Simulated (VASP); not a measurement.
# MoS2 (P-3m1) in VASP: further runs, part 2 of 2

VASP 6.6.1. Earlier steps stand in the parts before.

**4. Single point, PBEsol**

This run uses another cell than the first one, of 19.49 Å³/atom.

File INCAR:

```
PREC = Accurate
ENCUT = 520
EDIFF = 1E-6
ISMEAR = 0
SIGMA = 0.05
LREAL = F
LASPH = T
NELM = 100
ALGO = Normal
ISIF = 2
LWAVE = F
LCHARG = T
GGA = PS
LELF = T
LVHAR = T
NBANDS = 20
```

File KPOINTS:

```
regular mesh
0
Gamma
  10 10 5
```

File POSCAR:

```
MoS2
1.0
    3.2559022802      0.0000000000      0.0000000000
   -1.6279506357      2.8196934011      0.0000000000
    0.0000000000      0.0000000000      6.3680923681
Mo S
1 2
Direct
    0.0000000000      0.0000000000      0.5000000000
    0.3333333333      0.6666666667      0.2553190000
    0.6666666667      0.3333333333      0.7446810000
```

Potentials or basis: VASP PAW PBE potentials, release 64 (Mo_sv, S).

Command:

```bash
cat potpaw_PBE.64/Mo_sv/POTCAR potpaw_PBE.64/S/POTCAR > POTCAR
mpirun -np 1 vasp_std > vasp.out
```

OUTCAR:

```text
PREC = Accurate
   ENCUT = 520
   EDIFF = 1E-6
   ISMEAR = 0
   LREAL = F
   LASPH = T
   NELM = 100
   ISIF = 2
   GGA = PS

 ion  position               nearest neighbor table
   1  0.000  0.000  0.500-   2 2.44   3 2.44   3 2.44   2 2.44   3 2.44   2 2.44
   2  0.333  0.667  0.255-   1 2.44   1 2.44   1 2.44
   3  0.667  0.333  0.745-   1 2.44   1 2.44   1 2.44

  LATTYP: Found a hexagonal cell.
 ALAT       =     3.2559022802
 C/A-ratio  =     1.9558610241

  Lattice vectors:

 A1 = (   3.2559022802,   0.0000000000,   0.0000000000)
 A2 = (  -1.6279506357,   2.8196934011,   0.0000000000)
 A3 = (   0.0000000000,   0.0000000000,   6.3680923681)

Analysis of symmetry for initial positions (statically):
=====================================================================
 Subroutine PRICEL returns:
 Original cell was already a primitive cell.

 Routine SETGRP: Setting up the symmetry group for a
 hexagonal supercell.

 Subroutine GETGRP returns: Found 12 space group operations
 (whereof 12 operations were pure point group operations)
 out of a pool of 24 trial point group operations.

The static configuration has the point symmetry D_3d.

Analysis of symmetry for dynamics (positions and initial velocities):
=====================================================================
 Subroutine PRICEL returns:
 Original cell was already a primitive cell.

 Routine SETGRP: Setting up the symmetry group for a
 hexagonal supercell.

 Subroutine GETGRP returns: Found 12 space group operations
 (whereof 12 operations were pure point group operations)
 out of a pool of 24 trial point group operations.

The dynamic configuration has the point symmetry D_3d.

[... 112 lines left out ...]
   NUPDOWN=      -1.0000    fix difference up-down
   EMIN   =  10.00;   EMAX   =-10.00  energy-range for DOS
   EFERMI =   0.00;   METHOD = LEGACY
   ISMEAR =     0;   SIGMA  =   0.05  broadening in eV -4-tet -1-fermi 0-gaus
   EFERMI_NEDOS =   21; number of points for ismear=-14 and -15
   IALGO  =     38    algorithm
   IMIX   =      4    mixing-type and parameters
     AMIX     =   0.40;   BMIX     =  1.00
     AMIX_MAG =   1.60;   BMIX_MAG =  1.00
  volume/ion in A,a.u.               =      19.49       131.51
  Fermi-wavevector in a.u.,A,eV,Ry     =   1.249602  2.361406 21.245571  1.561505
  Thomas-Fermi vector in A             =   2.383635
   LORBIT       =      0    0 simple, 1 ext, 2 COOP (PROOUT), +10 PAW based schemes
   GGA     = PS    functional components
   LHFCALC =     F    Hartree Fock is set to
   AEXX    =    0.0000 exact exchange contribution
   IVDW    =     0    specifies the selected vdW correction
   LEPSILON=     F    determine dielectric tensor
   LRPA    =     F    only Hartree local field effects (RPA)
 non-spin polarized calculation
 Gauss-broadening in eV      SIGMA  =   0.05
  energy-cutoff  :      520.00
  volume of cell :       58.46
 maximum number of plane-waves:      1598
   NGX = 13   NGY = 13   NGZ = 23

 number of electron      26.0000002 magnetization

 Free energy of the ion-electron system (eV)
  ---------------------------------------------------
  ext. energy  EPLUGINS =         0.00000000
  ---------------------------------------------------
  free energy    TOTEN  =       -22.52538002 eV

  energy without entropy =      -22.52456665  energy(sigma->0) =      -22.52497334

 E-fermi :   6.5900     XC(G=0): -10.4971

 val. band max:        6.5280430900   @ k =   0.2000   0.2000   0.4000
 cond. band min:       6.6288435328   @ k =   0.1000  -0.0000   0.2000
 fundamental gap:      0.1008004428
 Fermi energy:         6.5899863565

 k-point     1 :       0.0000    0.0000    0.0000
  band No.  band energies     occupation
      1     -55.1976      2.00000
      2     -29.2372      2.00000
      3     -29.2312      2.00000
      4     -29.2312      2.00000
      5      -8.1415      2.00000
      6      -6.7558      2.00000
[... 541 lines left out ...]
     19      12.7883      0.00000
     20      14.1291      0.00000

 [... further k-points ...]

------------------------ aborting loop because EDIFF is reached ----------------------------------------

  FORCE on cell =-STRESS in cart. coord.  units (eV):
  Direction    XX          YY          ZZ          XY          YZ          ZX
  --------------------------------------------------------------------------------------
  -------------------------------------------------------------------------------------
  Total       -2.8170844     -2.8170830     -1.5090188     -0.0000005     -0.0000000      0.0000000
  in kB      -77.2018732    -77.2018357    -41.3544863     -0.0000138     -0.0000000      0.0000000
  external PRESSURE =     -65.2527317 kB  Pullay stress =       0.0000000 kB

 VOLUME and BASIS-vectors are now :
 -----------------------------------------------------------------------------
  energy-cutoff  :      520.00
  volume of cell :       58.46
      direct lattice vectors                 reciprocal lattice vectors
     3.255902280  0.000000000  0.000000000     0.307134525  0.177324189  0.000000000
    -1.627950636  2.819693401  0.000000000     0.000000000  0.354648488  0.000000000
     0.000000000  0.000000000  6.368092368     0.000000000  0.000000000  0.157032898

 POSITION                                       TOTAL-FORCE (eV/Angst)
 -----------------------------------------------------------------------------------
      0.00000      0.00000      3.18405         0.000000      0.000000      0.000000
      0.00000      1.87980      1.62589        -0.000000      0.000000      0.374252
      1.62795      0.93990      4.74220         0.000000      0.000000     -0.374252
 -----------------------------------------------------------------------------------
    total drift:                                0.000000      0.000000      0.000000

  FREE ENERGIE OF THE ION-ELECTRON SYSTEM (eV)
  ---------------------------------------------------
  free  energy   TOTEN  =       -22.5253800237 eV

  energy  without entropy=      -22.5245666543  energy(sigma->0) =      -22.52497334
```

Wall time 77 s (1 thread of Intel Xeon 8259CL, shared host); peak memory 0.21 GiB.

What came out:

* Free energy: -22.5254 eV
* Pressure: -6.5 GPa
* Largest force: 0.374 eV/Å
* Band gap on the k mesh: zero (bands 13 and 14 overlap by 0.77 eV)

Forces in eV/Å, atoms in the order of the input:
```
Mo   0.000  0.000  0.000
S    0.000  0.000  0.374
S    0.000  0.000 -0.374
```

Stress tensor (GPa, compression positive):
```
-7.72  0.00  0.00
 0.00 -7.72  0.00
 0.00  0.00 -4.14
```

Levels at points of the mesh, in eV from the Fermi level:
```tsv
k point	band 9	band 10	band 11	band 12	band 13	band 14	band 15	band 16	band 17	band 18
(0.00, 0.00, 0.00)	-4.01	-1.88	-1.11	-1.00	-1.00	-0.40	-0.40	3.02	3.02	5.77
(0.50, 0.00, 0.00)	-4.72	-4.07	-3.22	-1.82	-1.77	0.81	1.56	3.44	3.61	5.45
```

Caveat: the cell stands under tension; the PAW data sets were made with another functional, which shifts forces and pressure a little; this functional lacks dispersion, which binds layers or chains, so the pressure and a relaxed spacing across them are unreliable.

**5. Single point, PBEsol**

This run uses another cell than the first one, of 19.99 Å³/atom.

File INCAR:

```
SYSTEM = MoS2
ALGO = Normal
EDIFF = 1E-7
ENCUT = 520
GGA = PS
ISIF = 2
ISMEAR = 0
LASPH = .True.
LCHARG = .True.
LELF = .True.
LREAL = .False.
LVHAR = .True.
LWAVE = .False.
NBANDS = 20
NELM = 60
PREC = Accurate
SIGMA = 0.05
```

File KPOINTS:

```
k-points
0
Gamma
  10 10 5
  0 0 0
```

File POSCAR:

```
MoS2
1.0
    3.2838513063      0.0000000000      0.0000000000
   -1.6419251444      2.8438979618      0.0000000000
    0.0000000000      0.0000000000      6.4227567789
Mo S
1 2
Direct
    0.0000000000      0.0000000000      0.5000000000
    0.3333333333      0.6666666667      0.2553190000
    0.6666666667      0.3333333333      0.7446810000
```

Command:

```bash
cat potpaw_PBE.64/Mo_sv/POTCAR potpaw_PBE.64/S/POTCAR > POTCAR
mpirun -np 1 vasp_std > vasp.out
```

Run time: 80 s. Hardware: 1 thread of Intel Xeon 8259CL, shared host; peak memory 0.21 GiB.

The run converged. Its results:

* Free energy: -22.4510 eV
* Pressure: -9.2 GPa
* Largest force: 0.736 eV/Å
* Band gap on the k mesh: zero (bands 13 and 14 overlap by 0.77 eV)

Forces in eV/Å, atoms in the order of the input:
```
Mo   0.000  0.000  0.000
S    0.000  0.000  0.736
S    0.000  0.000 -0.736
```

Stress tensor (GPa, compression positive):
```
-10.26   0.00   0.00
  0.00 -10.26   0.00
  0.00   0.00  -7.16
```

Levels at points of the mesh, in eV from the Fermi level:
| k point | band 11 | band 12 | band 13 | band 14 | band 15 | band 16 |
| --- | --- | --- | --- | --- | --- | --- |
| (0.00, 0.00, 0.00) | -1.04 | -0.95 | -0.95 | -0.41 | -0.41 | 2.93 |
| (0.50, 0.00, 0.00) | -3.14 | -1.78 | -1.71 | 0.77 | 1.50 | 3.33 |

Caveat: the cell stands under tension; the PAW data sets were made with another functional, which shifts forces and pressure a little; this functional lacks dispersion, which binds layers or chains, so the pressure and a relaxed spacing across them are unreliable.

**6. Single point, PBEsol**

This run uses another cell than the first one, of 20.50 Å³/atom.

File INCAR:

```
SYSTEM = MoS2
ALGO = Normal
EDIFF = 1E-7
ENCUT = 520
GGA = PS
ISIF = 2
ISMEAR = 0
LASPH = .TRUE.
LCHARG = .TRUE.
LELF = .TRUE.
LREAL = .FALSE.
LVHAR = .TRUE.
LWAVE = .FALSE.
NBANDS = 20
NELM = 80
PREC = Accurate
SIGMA = 0.05
```

File KPOINTS:

```
k-points
0
G
  10 10 5
  0 0 0
```

File POSCAR:

```
MoS2
1.0
    3.3113325112      0.0000000000      0.0000000000
   -1.6556657426      2.8676973776      0.0000000000
    0.0000000000      0.0000000000      6.4765061964
Mo S
1 2
Direct
    0.0000000000      0.0000000000      0.5000000000
    0.3333333333      0.6666666667      0.2553190000
    0.6666666667      0.3333333333      0.7446810000
```

Potentials or basis: VASP PAW PBE potentials, release 64 (Mo_sv, S).

Command:

```bash
cat potpaw_PBE.64/Mo_sv/POTCAR potpaw_PBE.64/S/POTCAR > POTCAR
mpirun -np 1 vasp_std > vasp.out
```

It took 2 min on 1 thread of Intel Xeon 8259CL, shared host; peak memory 0.22 GiB.

Results (log left out):

- Free energy: -22.3527 eV
- Pressure: -11.6 GPa
- Largest force: 1.064 eV/Å
- Band gap on the k mesh: zero (bands 13 and 14 overlap by 0.77 eV)

Forces on the atoms (eV/Å):
```
Mo   0.000  0.000  0.000
S    0.000  0.000  1.064
S    0.000  0.000 -1.064
```

Stress tensor (GPa, compression positive):
```
-12.43   0.00   0.00
  0.00 -12.43   0.00
  0.00   0.00  -9.80
```

Levels at points of the mesh, in eV from the Fermi level:
```
           k point  band 9  band 10  band 11  band 12  band 13  band 14  band 15  band 16  band 17  band 18
(0.00, 0.00, 0.00)   -3.77    -1.80    -0.98    -0.90    -0.90    -0.41    -0.41     2.84     2.84     5.39
(0.50, 0.00, 0.00)   -4.46    -3.84    -3.07    -1.75    -1.66     0.74     1.45     3.23     3.47     5.45
```

Caveat: the cell stands under tension; the PAW data sets were made with another functional, which shifts forces and pressure a little; this functional lacks dispersion, which binds layers or chains, so the pressure and a relaxed spacing across them are unreliable.

**7. The runs side by side**

| cell | gap on the mesh (eV) | pressure (GPa) | largest force (eV/Å) |
| --- | --- | --- | --- |
| a = 3.199, b = 3.199, c = 6.256 Å, angles 90.0, 90.0, 120.0°, 3 atoms | none | 0.3 | 0.47 |
| a = 3.227, b = 3.227, c = 6.312 Å, angles 90.0, 90.0, 120.0°, 3 atoms | none | -3.4 | 0.02 |
| a = 3.256, b = 3.256, c = 6.368 Å, angles 90.0, 90.0, 120.0°, 3 atoms | none | -6.5 | 0.37 |
| a = 3.284, b = 3.284, c = 6.423 Å, angles 90.0, 90.0, 120.0°, 3 atoms | none | -9.2 | 0.74 |
| a = 3.311, b = 3.311, c = 6.477 Å, angles 90.0, 90.0, 120.0°, 3 atoms | none | -11.6 | 1.06 |

Alike in all rows: task single point; level PBEsol; potentials or basis VASP PAW PBE potentials, release 64 (Mo_sv, S); no spin polarisation; k mesh 10 × 10 × 5; cutoff (eV) 520; smearing gaussian 0.05 eV.

Caveats: the PAW data sets were made with another functional, which shifts forces and pressure a little; this functional lacks dispersion, which binds layers or chains, so the pressure and a relaxed spacing across them are unreliable; the cell stands under tension (at least some runs).

Absolute energies hang on the potentials; compare differences alone.

The gap in the log of VASP goes by the Fermi energy; the results here count the filled bands.